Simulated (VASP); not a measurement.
**MgS (Niningerite): single point with PBE**

The system is MgS (Niningerite).

```xyz
2
Lattice="0.0000 2.6016 2.6016 2.6016 0.0000 2.6016 2.6016 2.6016 0.0000" Properties=species:S:1:pos:R:3 pbc="T T T"
S     2.6016    2.6016    2.6016
Mg    0.0000    0.0000    0.0000
```

* Program: VASP 6.6.1
* Task: single point
* Functional: PBE
* Potentials or basis: VASP PAW PBE potentials, release 64 (S, Mg)
* Cutoff: 520 eV
* k mesh: 9 × 9 × 9
* Occupations: gaussian, width 0.022 eV
* Spin: no spin polarisation
* Dipole correction: no
* Further INCAR settings: ALGO = Normal; EDIFF = 1e-06; NBANDS = 11

```
Pressure               : 0.9 GPa
Band gap on the k mesh : 2.91 eV, indirect (least direct gap 3.71 eV)
```

Levels at points of the mesh, in eV from the valence-band top:
```tsv
k point	band 2	band 3	band 4	band 5	band 6	band 7
(0.00, 0.00, 0.00)	0.00	0.00	0.00	3.71	7.95	7.95
```

Run time: 10 s on 1 thread of Intel(R) Xeon(R) Platinum 8375C CPU @ 2.90GHz (Ice Lake), with other jobs on the host, peak memory 0.16 GiB.

A k mesh can miss the band edges. A hybrid or GW would open this gap; PBE tends to underestimate it.
